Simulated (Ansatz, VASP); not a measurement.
One calculation of CuO2, two programs

```
Cu O
1.0
     0.00000    2.45867    2.45867
     2.45867    0.00000    2.45867
     2.45867    2.45867    0.00000
Cu O
1 2
Direct
  0.00000 0.00000 0.00000
  0.25000 0.25000 0.25000
  0.75000 0.75000 0.75000
```

Alike in both runs: task single point; functional r2SCAN; k mesh 14 × 14 × 14; occupations gaussian, width 0.1 eV; collinear spin; Hubbard terms Cu d U = 4.0 eV.

|  | VASP | Ansatz |
| --- | --- | --- |
| version | VASP 6.6.1 | Ansatz 0.2.0 |
| potentials or method | VASP PAW PBE potentials, release 64 (Cu, O), cutoff 520 eV | scalar-relativistic, plane waves, PAW |
| valence electrons in the cell | 23 | 31 |

Ansatz gave:

```
gap on the k mesh at the Fermi level (eV)                     : none
pressure (GPa)                                                : -5.7
net moment per atom (μB)                                      : 1.00
size of the moment on the site where the two differ most (μB) : 1.12
```

Q: What did VASP give for the same quantities?

A: gap on the k mesh at the Fermi level (eV): none; pressure (GPa): -9.0; net moment per atom (μB): 1.00; size of the moment on the site where the two differ most (μB): 1.03.

VASP's potentials were made for PBE, not for r2SCAN. Site moments also hang on the region over which each program counts them. The programs project onto different local orbitals, so the same U acts differently, and such runs can settle in different states. A gap of «none» marks a metal or a gap that the smearing closes. VASP's potentials hold 23 valence electrons a cell and Ansatz's 31, so a difference there can come from the potentials and not from the codes. Ansatz's warnings: filled band counts differ across k points, stability check not made.
